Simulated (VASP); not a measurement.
# ZnCu2SnSe4 (I-42m) in VASP: settings compared

The runs below take ZnCu2SnSe4 through single point, with PBEsol+D4, PBEsol.

Everything below comes from runs of VASP 6.6.1. Logs are shortened: lines on timing, memory, paths and dates and some standing lists are left out, and cuts for length are marked.

### 1 The cell of the first run

Symmetry: I-42m, No. 121, tetragonal system. The conventional cell has a = 5.617 Å, b = 5.617 Å, c = 11.245 Å, α = 90.00°, β = 90.00°, γ = 90.00°. Within 3.4 Å of Sn (site symmetry -42m) lie 4 Se at 2.58 Å. Se (site symmetry m) has 2 Cu at 2.36 Å and 1 Zn at 2.44 Å and 1 Sn at 2.58 Å within 3.1 Å. Zn (site symmetry -42m) has 4 Se at 2.44 Å within 3.2 Å. Cu (site symmetry -4) has 4 Se at 2.36 Å within 3.1 Å.

### 2 Single point, PBEsol+D4

Input file INCAR:

```
SYSTEM = ZnCu2SnSe4
ALGO = Normal
EDIFF = 1E-7
ENCUT = 520
GGA = PS
ISIF = 2
ISMEAR = -1
IVDW = 13
LASPH = .True.
LCHARG = .False.
LREAL = .False.
LWAVE = .False.
NBANDS = 46
NELM = 60
PREC = Accurate
SIGMA = 0.05
```

Input file KPOINTS:

```
k-points
0
Gamma
  7 7 7
  0 0 0
```

Input file POSCAR:

```
ZnCu2SnSe4
1.0
   -2.8086109697      2.8086109697      5.6225122998
    2.8086109697     -2.8086109697      5.6225122998
    2.8086109697      2.8086109697     -5.6225122998
Sn Se Zn Cu
1 4 1 2
Direct
    0.5000000000      0.5000000000      0.0000000000
    0.8971309980      0.3752143339      0.0000000000
    0.1028690020      0.1028690020      0.4780833359
    0.3752143339      0.8971309980      0.0000000000
    0.6247856661      0.6247856661      0.5219166641
    0.0000000000      0.0000000000      0.0000000000
    0.2500000000      0.7500000000      0.5000000000
    0.7500000000      0.2500000000      0.5000000000
```

Potentials or basis: VASP PAW PBE potentials, release 64 (Sn_d, Se, Zn, Cu).

The run is started by

```sh
cat potpaw_PBE.64/Sn_d/POTCAR potpaw_PBE.64/Se/POTCAR potpaw_PBE.64/Zn/POTCAR potpaw_PBE.64/Cu/POTCAR > POTCAR
mpirun -np 1 vasp_std > vasp.out
```

OUTCAR:

```text
SYSTEM = ZnCu2SnSe4
   EDIFF = 1E-7
   ENCUT = 520
   GGA = PS
   ISIF = 2
   ISMEAR = -1
   IVDW = 13
   LASPH = .True.
   LREAL = .False.
   NELM = 60
   PREC = Accurate

 ion  position               nearest neighbor table
   1  0.500  0.500  0.000-   5 2.58   2 2.58   4 2.58   3 2.58
   2  0.897  0.375  0.000-   7 2.36   8 2.36   6 2.44   1 2.58
   3  0.103  0.103  0.478-   7 2.36   8 2.36   6 2.44   1 2.58
   4  0.375  0.897  0.000-   8 2.36   7 2.36   6 2.44   1 2.58
   5  0.625  0.625  0.522-   7 2.36   8 2.36   6 2.44   1 2.58
   6  0.000  0.000  0.000-   5 2.44   4 2.44   2 2.44   3 2.44
   7  0.250  0.750  0.500-   3 2.36   4 2.36   2 2.36   5 2.36
   8  0.750  0.250  0.500-   3 2.36   2 2.36   4 2.36   5 2.36

  LATTYP: Found a body centered tetragonal cell.
 ALAT       =     5.6172219394
 C/A-ratio  =     2.0018836216

  Lattice vectors:

 A1 = (  -2.8086109697,   2.8086109697,   5.6225122998)
 A2 = (   2.8086109697,  -2.8086109697,   5.6225122998)
 A3 = (   2.8086109697,   2.8086109697,  -5.6225122998)

Analysis of symmetry for initial positions (statically):
=====================================================================
 Subroutine PRICEL returns:
 Original cell was already a primitive cell.

 Routine SETGRP: Setting up the symmetry group for a
 body centered tetragonal supercell.

 Subroutine GETGRP returns: Found  8 space group operations
 (whereof  8 operations were pure point group operations)
 out of a pool of 16 trial point group operations.

The static configuration has the point symmetry D_2d.

Analysis of symmetry for dynamics (positions and initial velocities):
=====================================================================
 Subroutine PRICEL returns:
 Original cell was already a primitive cell.

 Routine SETGRP: Setting up the symmetry group for a
 body centered tetragonal supercell.

 Subroutine GETGRP returns: Found  8 space group operations
 (whereof  8 operations were pure point group operations)
 out of a pool of 16 trial point group operations.

The dynamic configuration has the point symmetry D_2d.

 Subroutine INISYM returns: Found  8 space group operations
 (whereof  8 operations are pure point group operations),
 and found     1 'primitive' translations

----------------------------------------------------------------------------------------

                                     Primitive cell

  volume of cell :     177.4082

  direct lattice vectors                    reciprocal lattice vectors
    -2.808610970  2.808610970  5.622512300     0.000000000  0.178023943  0.088928218
     2.808610970 -2.808610970  5.622512300     0.178023943  0.000000000  0.088928218
     2.808610970  2.808610970 -5.622512300     0.178023943  0.178023943  0.000000000

  length of vectors
     6.883984001  6.883984001  6.883984001     0.198999378  0.198999378  0.251763875

  position of ions in fractional coordinates (direct lattice)
     0.500000000  0.500000000  0.000000000
     0.897130998  0.375214334  0.000000000
     0.102869002  0.102869002  0.478083336
     0.375214334  0.897130998  0.000000000
     0.624785666  0.624785666  0.521916664
     0.000000000  0.000000000  0.000000000
     0.250000000  0.750000000  0.500000000
     0.750000000  0.250000000  0.500000000

  ion indices of the primitive-cell ions
   primitive index   ion index
                 1           1
                 2           2
                 3           3
                 4           4
                 5           5
                 6           6
                 7           7
                 8           8

----------------------------------------------------------------------------------------

 KPOINTS: k-points

Automatic generation of k-mesh.
 Grid dimensions read from file:
 generate k-points for:    7    7    7

 Generating k-lattice:

  Cartesian coordinates                     Fractional coordinates (reciprocal lattice)
     0.000000000  0.025431992  0.012704031     0.142857143  0.000000000  0.000000000
     0.025431992  0.000000000  0.012704031     0.000000000  0.142857143  0.000000000
     0.025431992  0.025431992  0.000000000     0.000000000  0.000000000  0.142857143

  Length of vectors
     0.028428483  0.028428483  0.035966268

  Shift w.r.t. Gamma in fractional coordinates (k-lattice)
     0.000000000  0.000000000  0.000000000

 Subroutine IBZKPT returns following result:
 ===========================================

 Found     40 irreducible k-points:

 Following reciprocal coordinates:
            Coordinates               Weight
  0.000000  0.000000  0.000000      1.000000
  0.142857  0.000000  0.000000      8.000000
  0.285714  0.000000 -0.000000      8.000000
  0.428571  0.000000 -0.000000      8.000000
  0.142857  0.142857  0.000000      8.000000
  0.285714  0.142857  0.000000     16.000000
[... 16 lines left out ...]
 -0.142857  0.285714  0.142857      8.000000
 -0.428571  0.428571  0.142857      8.000000
 [... further k-points ...]
   k-points           NKPTS =     40   k-points in BZ     NKDIM =     40   number of bands    NBANDS=     46
   number of dos      NEDOS =    301   number of ions     NIONS =      8
   total plane-waves  NPLWV = 157464
   dimension x,y,z NGX =    54 NGY =   54 NGZ =   54
   dimension x,y,z NGXF=   108 NGYF=  108 NGZF=  108
   ions per type =               1   4   1   2
   NGX,Y,Z   is equivalent  to a cutoff of  13.04, 13.04, 13.04 a.u.
   NGXF,Y,Z  is equivalent  to a cutoff of  26.08, 26.08, 26.08 a.u.
 SYSTEM =  ZnCu2SnSe4
   PREC   = accura    normal or accurate (medium, high low for compatibility)
   ISTART =      0    job   : 0-new  1-cont  2-samecut
   ICHARG =      2    charge: 1-file 2-atom 10-const
   ISPIN  =      1    spin polarized calculation?
   LNONCOLLINEAR =      F non collinear calculations
   LSORBIT =      F    spin-orbit coupling
   LASPH  =      T    aspherical Exc in radial PAW
   ENCUT  =  520.0 eV  38.22 Ry    6.18 a.u.  12.80 12.80 12.80*2*pi/ulx,y,z
   NELM   =     60;   NELMIN=  2; NELMDL= -5     # of ELM steps
   EDIFF  = 0.1E-06   stopping-criterion for ELM
   LREAL  =      F    real-space projection
   EDIFFG = 0.1E-05   stopping-criterion for IOM
   NSW    =      0    number of steps for IOM
   IBRION =     -1    ionic relax: 0-MD 1-quasi-New 2-CG
   NFREE  =      0    steps in history (QN), initial steepest desc. (CG)
   ISIF   =      2    stress and relaxation
   ISYM   =      2    0-nonsym 1-usesym 2-fastsym
   POTIM  = 0.5000    time-step for ionic-motion
   TEBEG  =    0.0;   TEEND  =   0.0 temperature during run
   PSTRESS=    0.0 pullay stress
   NELECT =      72.0000    total number of electrons
   NUPDOWN=      -1.0000    fix difference up-down
   EMIN   =  10.00;   EMAX   =-10.00  energy-range for DOS
   EFERMI =   0.00;   METHOD = LEGACY
   ISMEAR =    -1;   SIGMA  =   0.05  broadening in eV -4-tet -1-fermi 0-gaus
   EFERMI_NEDOS =   21; number of points for ismear=-14 and -15
   IALGO  =     38    algorithm
   IMIX   =      4    mixing-type and parameters
     AMIX     =   0.40;   BMIX     =  1.00
     AMIX_MAG =   1.60;   BMIX_MAG =  1.00
  volume/ion in A,a.u.               =      22.18       149.65
  Fermi-wavevector in a.u.,A,eV,Ry     =   1.212070  2.290481 19.988514  1.469114
  Thomas-Fermi vector in A             =   2.347566
   LORBIT       =      0    0 simple, 1 ext, 2 COOP (PROOUT), +10 PAW based schemes
   GGA     = PS    functional components
   LHFCALC =     F    Hartree Fock is set to
   AEXX    =    0.0000 exact exchange contribution
   IVDW    =    13    specifies the selected vdW correction
   LEPSILON=     F    determine dielectric tensor
   LRPA    =     F    only Hartree local field effects (RPA)
 non-spin polarized calculation
  energy-cutoff  :      520.00
  volume of cell :      177.41
 maximum number of plane-waves:      4800
 NGX is ok and might be reduce to    54
   NGX = 25   NGY = 25   NGZ = 25

 number of electron      72.0000020 magnetization

 Free energy of the ion-electron system (eV)
  ---------------------------------------------------
  ext. energy  EPLUGINS =         0.00000000
  ---------------------------------------------------
  free energy    TOTEN  =       -32.74676748 eV

  energy without entropy =      -32.74442891  energy(sigma->0) =      -32.74559820

 E-fermi :   4.3256     XC(G=0):  -9.8502

 val. band max:        4.2824870433   @ k =   0.0000   0.0000   0.0000
 cond. band min:       4.4697178129   @ k =   0.4286   0.4286   0.0000
 fundamental gap:      0.1872307696
 Fermi energy:         4.3256041274

 k-point     1 :       0.0000    0.0000    0.0000
  band No.  band energies     occupation
      1     -17.9651      2.00000
      2     -17.9651      2.00000
      3     -17.9527      2.00000
      4     -17.9067      2.00000
      5     -17.8938      2.00000
      6     -10.3821      2.00000
[... 38 lines left out ...]
     45       9.1144      0.00000
     46      10.4402      0.00000

 k-point     2 :       0.1429    0.0000    0.0000
  band No.  band energies     occupation
      1     -17.9652      2.00000
      2     -17.9651      2.00000
      3     -17.9528      2.00000
      4     -17.9067      2.00000
      5     -17.8938      2.00000
      6     -10.3168      2.00000
[... 38 lines left out ...]
     45       9.1581      0.00000
     46       9.9888      0.00000

 k-point     3 :       0.2857    0.0000   -0.0000
  band No.  band energies     occupation
      1     -17.9653      2.00000
      2     -17.9651      2.00000
      3     -17.9529      2.00000
      4     -17.9066      2.00000
      5     -17.8936      2.00000
      6     -10.1316      2.00000
[... 1018 lines left out ...]
     45       9.8287      0.00000
     46      10.0812      0.00000

 k-point    24 :      -0.4286    0.4286    0.1429
  band No.  band energies     occupation
      1     -17.9655      2.00000
      2     -17.9652      2.00000
      3     -17.9533      2.00000
      4     -17.9065      2.00000
      5     -17.8932      2.00000
      6      -9.6441      2.00000
[... 38 lines left out ...]
     45       9.6393      0.00000
     46       9.7613      0.00000

 [... further k-points ...]

------------------------ aborting loop because EDIFF is reached ----------------------------------------

  DFT-D4 for vdW energy calculation

  Edisp (eV):   -1.76011

  FORCE on cell =-STRESS in cart. coord.  units (eV):
  Direction    XX          YY          ZZ          XY          YZ          ZX
  --------------------------------------------------------------------------------------
  -------------------------------------------------------------------------------------
  Total       0.28523     0.28523     0.21197     0.00000    -0.00000     0.00000
  in kB       2.57594     2.57594     1.91429     0.00000    -0.00000     0.00000
  external pressure =        2.36 kB  Pullay stress =        0.00 kB

 VOLUME and BASIS-vectors are now :
 -----------------------------------------------------------------------------
  energy-cutoff  :      520.00
  volume of cell :      177.41
      direct lattice vectors                 reciprocal lattice vectors
    -2.808610970  2.808610970  5.622512300     0.000000000  0.178023943  0.088928218
     2.808610970 -2.808610970  5.622512300     0.178023943  0.000000000  0.088928218
     2.808610970  2.808610970 -5.622512300     0.178023943  0.178023943  0.000000000

 POSITION                                       TOTAL-FORCE (eV/Angst)
 -----------------------------------------------------------------------------------
      0.00000      0.00000      5.62251         0.000000     -0.000000     -0.000000
     -1.46586      1.46586      7.15378         0.006950     -0.006950     -0.010499
      1.34275      1.34275     -1.53126         0.006950      0.006950      0.010499
      1.46586     -1.46586      7.15378        -0.006950      0.006950     -0.010499
      1.46586      1.46586      4.09125        -0.006950     -0.006950      0.010499
      0.00000      0.00000      0.00000         0.000000     -0.000000     -0.000000
      2.80861      0.00000      2.81126         0.000000     -0.000000     -0.000000
      0.00000      2.80861      2.81126         0.000000     -0.000000     -0.000000
 -----------------------------------------------------------------------------------
    total drift:                               -0.000004     -0.000004     -0.000001

  FREE ENERGIE OF THE ION-ELECTRON SYSTEM (eV)
  ---------------------------------------------------
  free  energy   TOTEN  =       -34.5068762897 eV

  energy  without entropy=      -34.5045377209  energy(sigma->0) =      -34.50570701
```

Run time: 7.8 min. Hardware: 1 thread of Intel Xeon 6975P-C (Granite Rapids), shared host; peak memory 0.61 GiB.

Results:

```yaml
Free_energy: -34.5069 eV
Pressure: 0.2 GPa
Largest_force: 0.014 eV/Å
Band_gap_on_the_k_mesh: zero (filled and empty bands touch)
Dispersion_energy_per_atom: -0.220 eV
```

Forces on the atoms (eV/Å):
```
Sn   0.000  0.000  0.000
Se   0.007 -0.007 -0.010
Se   0.007  0.007  0.010
Se  -0.007  0.007 -0.010
Se  -0.007 -0.007  0.010
Zn   0.000  0.000  0.000
Cu   0.000  0.000  0.000
Cu   0.000  0.000  0.000
```

Caveat: semilocal functionals underestimate gaps, and a narrow one can read as zero; the PAW data sets were made with another functional, which shifts forces and pressure a little; spin-orbit coupling is left out, which moves the levels of the heavy elements.

### 3 Single point, PBEsol

This run uses another cell than the first one, of 22.64 Å³/atom.

Input file INCAR:

```
PREC = Accurate
ENCUT = 520
EDIFF = 1E-6
ISMEAR = -1
SIGMA = 0.05
LREAL = False
LASPH = True
NELM = 60
ALGO = Normal
ISIF = 2
LWAVE = False
LCHARG = True
GGA = PS
LELF = True
LVHAR = True
NBANDS = 46
```

Input file KPOINTS:

```
regular mesh
0
Gamma
  7 7 7
```

Input file POSCAR:

```
ZnCu2SnSe4
1.0
   -2.8286814794      2.8286814794      5.6589449508
    2.8286814794     -2.8286814794      5.6589449508
    2.8286814794      2.8286814794     -5.6589449508
Sn Se Zn Cu
1 4 1 2
Direct
    0.5000000000      0.5000000000      0.0000000000
    0.8966464982      0.3755438504      0.0000000000
    0.1033535018      0.1033535018      0.4788973522
    0.3755438504      0.8966464982      0.0000000000
    0.6244561496      0.6244561496      0.5211026478
    0.0000000000      0.0000000000      0.0000000000
    0.2500000000      0.7500000000      0.5000000000
    0.7500000000      0.2500000000      0.5000000000
```

Potentials or basis: VASP PAW PBE potentials, release 64 (Sn_d, Se, Zn, Cu).

The run is started by

```sh
cat potpaw_PBE.64/Sn_d/POTCAR potpaw_PBE.64/Se/POTCAR potpaw_PBE.64/Zn/POTCAR potpaw_PBE.64/Cu/POTCAR > POTCAR
mpirun -np 1 vasp_std > vasp.out
```

Run time: 6.2 min. Hardware: 1 thread of Intel Xeon 6975P-C (Granite Rapids), shared host; peak memory 0.61 GiB.

The run converged. Its results:

| Item | Value |
| --- | --- |
| Free energy | -32.7696 eV |
| Pressure | 0.3 GPa |
| Largest force | 0.016 eV/Å |
| Band gap on the k mesh | zero (filled and empty bands touch) |

Forces in eV/Å, atoms in the order of the input:
```
Sn   0.000  0.000  0.000
Se   0.008 -0.008 -0.010
Se   0.008  0.008  0.010
Se  -0.008  0.008 -0.010
Se  -0.008 -0.008  0.010
Zn   0.000  0.000  0.000
Cu   0.000  0.000  0.000
Cu   0.000  0.000  0.000
```

Levels at points of the mesh, in eV from the Fermi level:
| k point | band 33 | band 34 | band 35 | band 36 | band 37 | band 38 | band 39 | band 40 |
| --- | --- | --- | --- | --- | --- | --- | --- | --- |
| (0.00, 0.00, 0.00) | -1.90 | -0.44 | -0.09 | -0.04 | -0.04 | 1.48 | 2.53 | 3.22 |

Caveat: semilocal functionals underestimate gaps, and a narrow one can read as zero; the PAW data sets were made with another functional, which shifts forces and pressure a little; spin-orbit coupling is left out, which moves the levels of the heavy elements.

The gap in the log of VASP goes by the Fermi energy; the results here count the filled bands.